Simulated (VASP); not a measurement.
Set up this calculation in VASP 6.6.1, as the native input.

```yaml
Task: relaxation of cell and atoms
Functional: PBEsol
Potentials_or_basis: VASP PAW PBE potentials, release 64 (Zn)
Cutoff: 600 eV
k_mesh: 14 × 14 × 14
Occupations: gaussian, width 0.1 eV
Spin: no spin polarisation
Dipole_correction: no
Further_INCAR_settings: ALGO = Normal; EDIFF = 1e-07; IBRION = 2; EDIFFG = -0.01; NSW = 80; ISIF = 3
```

The structure of Zn lies in POSCAR:

```
Zn
1.0
    0.0000000000      2.8300764156      2.8300764156
    2.8300764156      0.0000000000      2.8300764156
    2.8300764156      2.8300764156      0.0000000000
Zn
2
Direct
    0.0000000000      0.0000000000      0.0000000000
    0.2500000000      0.2500000000      0.2500000000
```

This isn't the form of Zn at room conditions, which is hcp.

These files were run (other wordings do the same):

INCAR

```
SYSTEM = Zn
PREC = Accurate ; ENCUT = 600
EDIFF = 1E-7 ; ISMEAR = 0
SIGMA = 0.1 ; LREAL = .False.
LASPH = .True. ; NELM = 60
ALGO = Normal ; ISIF = 3
LWAVE = .False. ; LCHARG = .False.
GGA = PS ; IBRION = 2
NSW = 80 ; EDIFFG = -0.01
```

KPOINTS

```
Automatic mesh
0
Gamma
  14 14 14
  0 0 0
```

Potentials or basis: VASP PAW PBE potentials, release 64 (Zn).

Run with:

```bash
$ cat potpaw_PBE.64/Zn/POTCAR > POTCAR
$ mpirun -np 1 vasp_std > vasp.out
```

It gave:

```
Relaxed volume                        : 22.71 Å³/atom
Relaxed cell                          : a = 4.005 Å, b = 4.005 Å, c = 4.005 Å, α = 60.00°, β = 60.00°, γ = 60.00°
Space group after relaxing (to 0.1 Å) : Fd-3m (No. 227)
Energy gained by relaxing             : 0.0 meV/atom
Ionic steps                           : 2
Pressure after relaxing               : 0.0 GPa
Band gap on the k mesh                : zero (bands 12 and 13 overlap by 6.40 eV)
```

Caveat: the PAW data sets were made with another functional, which shifts forces and pressure a little.

Wall time 84 s on 1 thread of Oxide Virtual Turin-like Processor, with other jobs on the host, peak memory 0.19 GiB.
